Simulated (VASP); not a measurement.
The system is ZrNb2C3.

```
Zr Nb C
1.0
     3.27993    0.00000    0.00000
    -1.63997    2.84050    0.00000
     0.00000    0.00000    8.37260
Zr Nb C
1 2 3
Cartesian
  0.0000 0.0000 4.1863
  0.0000 1.8937 1.3790
  1.6400 0.9468 6.9936
  0.0000 1.8937 5.5678
  1.6400 0.9468 2.8048
  0.0000 0.0000 0.0000
```

The cell was built from a structure type or drawn by symmetry, and may not be a known phase.

```yaml
Program: VASP 6.6.1
Task: relaxation of cell and atoms
Functional: PBE
Potentials_or_basis: VASP PAW PBE potentials, release 64 (Zr_sv, Nb_sv, C)
Cutoff: 600 eV
k_mesh: 6 × 6 × 2
Occupations: gaussian, width 0.1 eV
Spin: no spin polarisation
```

At the start: pressure -21.2 GPa; volume 13.00 Å³/atom.

Where does the relaxation end?

Over 10 steps the energy falls by 126.1 meV/atom and the volume is 11.81 Å³/atom (-9.2 %); space group P-3m1 (No. 164, to 0.1 Å) before and after.

The path:
```csv
step,energy change (eV),largest force (eV/Å),pressure (GPa),volume (Å³)
1,0.0000,1.2540,-21.19,78.00
2,1.1078,0.5235,63.05,60.10
3,-0.6304,1.1802,0.86,70.64
4,-0.6324,1.1695,2.17,70.31
5,-0.7474,0.2510,0.60,70.67
6,-0.7490,0.2186,0.43,70.72
7,-0.7560,0.0264,-0.71,71.04
8,-0.7560,0.0283,-0.70,71.03
9,-0.7556,0.0435,0.99,70.60
10,-0.7565,0.0150,0.03,70.85
```

Final structure:
```xyz
6
Lattice="3.2220 0.0000 0.0000 -1.6110 2.7903 0.0000 0.0000 0.0000 7.8810" Properties=species:S:1:pos:R:3 pbc="T T T"
Zr    3.2220    0.0000    3.9405
Nb    0.0000    1.8602    1.2573
Nb    1.6110    0.9301    6.6237
C     0.0000    1.8602    5.3286
C     1.6110    0.9301    2.5524
C     3.2220    0.0000    0.0000
```

Caveat: the k points lie up to 0.40 Å⁻¹ apart in the final cell, too coarse for converged energies and pressures of a metal.
